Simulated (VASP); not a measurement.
The system is Mg3TeSe2.

```
Mg Te Se
1.0
     3.98348    0.00000    0.00000
     0.00000    3.98348    0.00000
     0.00000    0.00000    8.77569
Mg Te Se
3 1 2
Direct
  0.50000 0.50000 0.00000
  0.00000 0.50000 0.37863
  0.50000 0.00000 0.62137
  0.00000 0.00000 0.00000
  0.00000 0.50000 0.73761
  0.50000 0.00000 0.26239
```

The cell was generated, and may not be a known phase.

* Program: VASP 6.6.1
* Task: relaxation of cell and atoms
* Functional: PBE
* Potentials or basis: VASP PAW PBE potentials, release 64 (Mg, Te, Se)
* Cutoff: 600 eV
* k mesh: 4 × 4 × 2
* Occupations: gaussian, width 0.1 eV
* Spin: no spin polarisation

At the start: pressure 2.6 GPa; volume 23.21 Å³/atom.

Q: Where does the relaxation end?

A: Over 25 steps the energy falls by 510.5 meV/atom and the volume is 29.08 Å³/atom (+25.3 %); space group P-4m2 (No. 115, to 0.1 Å) before and after.

The path:
```csv
step,energy change (eV),largest force (eV/Å),pressure (GPa),volume (Å³)
1,0.0000,2.7504,2.57,139.25
2,-0.8012,2.4668,-0.58,146.87
3,-1.4482,1.9200,-3.42,156.70
4,-1.9279,1.1229,-6.30,177.47
5,-2.4443,0.7969,-4.98,171.66
6,-2.9044,0.4808,-1.68,162.50
7,-2.9267,0.4163,-0.23,159.59
8,-2.9278,0.4322,-0.55,160.19
9,-2.9440,0.4047,-0.34,159.40
10,-2.9750,0.3229,0.31,157.05
11,-2.9576,0.2250,1.71,152.41
12,-2.9810,0.2667,0.77,155.47
13,-2.9968,0.2122,0.24,157.09
14,-3.0009,0.2025,-0.20,158.55
15,-3.0098,0.1698,0.03,158.55
16,-3.0166,0.0897,0.54,158.55
17,-3.0253,0.1178,0.30,160.58
18,-3.0350,0.1916,-0.19,165.61
19,-3.0437,0.1556,0.20,165.94
20,-3.0457,0.1293,0.50,166.17
21,-3.0515,0.1157,0.36,167.73
22,-3.0612,0.0731,0.02,172.44
23,-3.0622,0.0581,-0.10,174.24
24,-3.0622,0.0556,-0.12,174.51
25,-3.0630,0.0299,0.01,174.48
```

Final structure:
```xyz
6
Lattice="3.8971 0.0000 0.0000 0.0000 3.8971 0.0000 0.0000 0.0000 11.4884" Properties=species:S:1:pos:R:3 pbc="T T T"
Mg    1.9485    1.9485    0.0000
Mg    0.0000    1.9485    4.6176
Mg    1.9485    0.0000    6.8707
Te    0.0000    3.8971    0.0000
Se    0.0000    1.9485    7.2634
Se    1.9485    0.0000    4.2249
```

Caveat: the volume moved by over 15 % at a fixed basis, so the end points are rough.
